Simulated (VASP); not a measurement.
Input of a VASP 6.6.1 run:

Contents of INCAR:

```
  PREC = Accurate
  ENCUT = 520
  EDIFF = 1E-6
  ISMEAR = -1
  SIGMA = 0.08
  LREAL = False
  LASPH = True
  NELM = 100
  ALGO = Normal
  ISIF = 2
  LWAVE = False
  LCHARG = False
  LDIPOL = True
  IDIPOL = 3
  DIPOL = 0.5 0.5 0.500
  GGA = PE
  NBANDS = 58
```

KPOINTS

```
Automatic mesh
0
Gamma
  11 11 1
```

File POSCAR:

```
W
1.0
    3.1834185694      0.0000000000      0.0000000000
    0.0000000000      3.1834185694      0.0000000000
    0.0000000000      0.0000000000     22.2362000000
W
7
Direct
    0.0000000000      0.0000000000      0.2923156783
    0.5000000000      0.5000000000      0.3558895750
    0.0000000000      0.0000000000      0.4290572062
    0.5000000000      0.5000000000      0.4999999995
    0.0000000000      0.0000000000      0.5709427924
    0.5000000000      0.5000000000      0.6441104246
    0.0000000000      0.0000000000      0.7076843217
```

Potentials or basis: VASP PAW PBE potentials, release 64 (W_sv).

Command:

```sh
$ cat potpaw_PBE.64/W_sv/POTCAR > POTCAR
$ mpirun -np 1 vasp_std > vasp.out
```

(1) Predict the largest force.

(2) Predict the band gap on the k mesh.

Answers

(1) 0.045 eV/Å.

(2) zero (bands 49 and 50 overlap by 1.80 eV).

Caveat: spin-orbit coupling is left out, which moves the levels of the heavy elements.
